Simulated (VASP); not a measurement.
Write the native input for VASP 6.6.1 that does the following.

- Task: single point
- Functional: BLYP
- Potentials or basis: VASP PAW PBE potentials, release 64 (Hf_pv)
- Cutoff: 400 eV
- k mesh: 1 × 1 × 1
- Occupations: fermi-dirac, width 0.01 eV
- Spin: collinear spin
- Starting moments: [2.0] μB
- Dipole correction: no
- Further INCAR settings: ALGO = Normal; EDIFF = 1e-06; NBANDS = 15; ISYM = 0

The structure of Hf lies in POSCAR:

```
Hf
1.0
   14.0000000000      0.0000000000      0.0000000000
    0.0000000000     14.4000000000      0.0000000000
    0.0000000000      0.0000000000     14.8000000000
Hf
1
Direct
    0.5000000000      0.5000000000      0.5000000000
```

The input as run:

INCAR

```
SYSTEM = Hf
PREC = Accurate
ENCUT = 400
EDIFF = 1E-6
ISMEAR = -1
SIGMA = 0.01
LREAL = .FALSE.
LASPH = .TRUE.
NELM = 200
ALGO = Normal
ISIF = 2
LWAVE = .FALSE.
LCHARG = .FALSE.
ISPIN = 2
MAGMOM = 2
LORBIT = 11
LMAXMIX = 4
GGA = B5
ALDAX = 1.0
AGGAX = 1.0
AGGAC = 1.0
ALDAC = 0.0
ISYM = 0
NBANDS = 15
GGA_COMPAT = .FALSE.
```

KPOINTS

```
regular mesh
0
G
  1 1 1
  0 0 0
```

Potentials or basis: VASP PAW PBE potentials, release 64 (Hf_pv).

Run with:

```bash
$ cat potpaw_PBE.64/Hf_pv/POTCAR > POTCAR
$ mpirun -np 1 vasp_gam > vasp.out
```

Results of the run:

* Pressure: 0.0 GPa
* Band gap on the k mesh: 0.60 eV
* Net moment: 2.00 μB per cell
* Site moments: Hf +1.35 μB
* Valence electrons inside the program's atomic spheres: Hf 7.78

Caveat: the PAW data sets were made with another functional, which shifts forces and pressure a little; spin-orbit coupling is left out, which moves the levels of the heavy elements.

It took 5.8 min on 1 thread of Intel(R) Xeon(R) Platinum 8375C CPU @ 2.90GHz (Ice Lake), on a shared host, peak memory 1.9 GiB.
